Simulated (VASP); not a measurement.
A run of VASP 6.6.1 is set up as follows.

The input INCAR:

```
PREC     = Accurate       # precision mode
ENCUT    = 520            # plane-wave cutoff, eV
EDIFF    = 1E-7           # SCF threshold, eV
ISMEAR   = 0              # smearing method
SIGMA    = 0.01           # smearing width, eV
LREAL    = False          # projectors in reciprocal space
LASPH    = True           # aspherical terms in the spheres
NELM     = 80             # most SCF steps
ALGO     = Normal         # electronic algorithm
ISIF     = 2              # what is computed and relaxed
LWAVE    = False          # write WAVECAR
LCHARG   = False          # write CHGCAR
GGA      = PE             # functional
NBANDS   = 33             # bands
```

File KPOINTS:

```
Automatic mesh
0
Gamma
  6 6 6
```

File POSCAR:

```
Li2MgGeS4
1.0
   -2.7707010675      2.7707010675      5.6488300346
    2.7707010675     -2.7707010675      5.6488300346
    2.7707010675      2.7707010675     -5.6488300346
Li Mg Ge S
2 1 1 4
Direct
    0.7500000000      0.2500000000      0.5000000000
    0.2500000000      0.7500000000      0.5000000000
    0.0000000000      0.0000000000      0.0000000000
    0.5000000000      0.5000000000      0.0000000000
    0.8527298936      0.8527298936      0.4625984506
    0.1472701064      0.6098685570      0.0000000000
    0.6098685570      0.1472701064      0.0000000000
    0.3901314430      0.3901314430      0.5374015494
```

Potentials or basis: VASP PAW PBE potentials, release 64 (Li_sv, Mg, Ge_d, S).

Run with:

```bash
$ cat potpaw_PBE.64/Li_sv/POTCAR potpaw_PBE.64/Mg/POTCAR potpaw_PBE.64/Ge_d/POTCAR potpaw_PBE.64/S/POTCAR > POTCAR
$ mpirun -np 1 vasp_std > vasp.out
```

Q: Estimate the largest force.

A: 0.194 eV/Å.

Q: Predict the band gap on the k mesh.

A: 2.36 eV (least direct gap 2.39 eV).

Forces in eV/Å, atoms in the order of the input:
```
Li   0.000  0.000  0.000
Li   0.000  0.000  0.000
Mg   0.000  0.000  0.000
Ge   0.000  0.000  0.000
S   -0.074 -0.074 -0.164
S   -0.074  0.074  0.164
S    0.074 -0.074  0.164
S    0.074  0.074 -0.164
```

 A k mesh can miss the band edges.
